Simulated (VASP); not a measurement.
Runs of VASP 6.6.1 on Nb3Sn. The structure is that of space group Pm-3n (No. 223), or close to it. The cells are those of the table. 

| task | level | potentials or basis | cell | cutoff (eV) | gap on the mesh (eV) | pressure (GPa) |
| --- | --- | --- | --- | --- | --- | --- |
| single point | PBEsol | VASP PAW PBE potentials, release 64 (Nb_sv, Sn_d) | a = 5.253 Å, 8 atoms | 520 | none | -0.2 |
| single point | LDA | VASP PAW LDA potentials, release 64 (Nb_sv, Sn_d) | a = 5.216 Å, 8 atoms | 520 | none | 0.1 |
| single point | r2SCAN | VASP PAW PBE potentials, release 64 (Nb_sv, Sn_d) | a = 5.300 Å, 8 atoms | 520 | none | (a) |
| single point | PBE | VASP PAW PBE potentials, release 64 (Nb_sv, Sn_d) | a = 5.314 Å, 8 atoms | 520 | none | -0.2 |
| relaxation of cell and atoms | PBE | VASP PAW PBE potentials, release 64 (Nb_sv, Sn_d) | relaxed from a = 5.282 Å, 8 atoms | 600 | none | 0.0 |

Alike in all rows: no spin polarisation; k mesh 4 × 4 × 4; smearing fermi-dirac 0.02 eV.

**Question.** Fill in the values left out.

**Answer.** (a) -0.1.

Caveats: spin-orbit coupling is left out, which moves the levels of the heavy elements; the PAW data sets were made with another functional, which shifts forces and pressure a little (some runs).

A k mesh can miss the band edges, and the runs leave out spin-orbit coupling on Nb, Sn.

A gap of «none» marks levels without a gap at the run's occupations.
